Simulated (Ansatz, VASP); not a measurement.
# ZrSe2 in VASP and in Ansatz

```
CELL_PARAMETERS angstrom
3.73612 0.00000 0.00000
-1.86806 3.23558 0.00000
0.00000 0.00000 6.03634
ATOMIC_POSITIONS crystal
Zr 0.00000 0.00000 0.00000
Se 0.33333 0.66667 0.26490
Se 0.66667 0.33333 0.73510
```

Alike in both runs: functional PBE; dispersion D3(BJ); k mesh 12 × 12 × 6; occupations gaussian, width 0.1 eV; no spin polarisation.

Ansatz relaxed the structure, and its values are those at the end. VASP's run is a single point on that final structure, the one shown.

|  | VASP | Ansatz |
| --- | --- | --- |
| version | VASP 6.6.1 | Ansatz 0.2.0 |
| potentials or method | VASP PAW PBE potentials, release 64 (Zr_sv, Se), cutoff 500 eV | scalar-relativistic, plane waves, PAW |
| valence electrons in the cell | 24 | 44 |

|  | VASP | Ansatz | Ansatz less VASP |
| --- | --- | --- | --- |
| pressure (GPa) | 0.1 | -0.1 | -0.11 |
| rms of the force components (eV/Å) | 0.006 | 0.003 | -0.0025 |

VASP's potentials hold 24 valence electrons a cell and Ansatz's 44, so a difference there can come from the potentials and not from the codes.
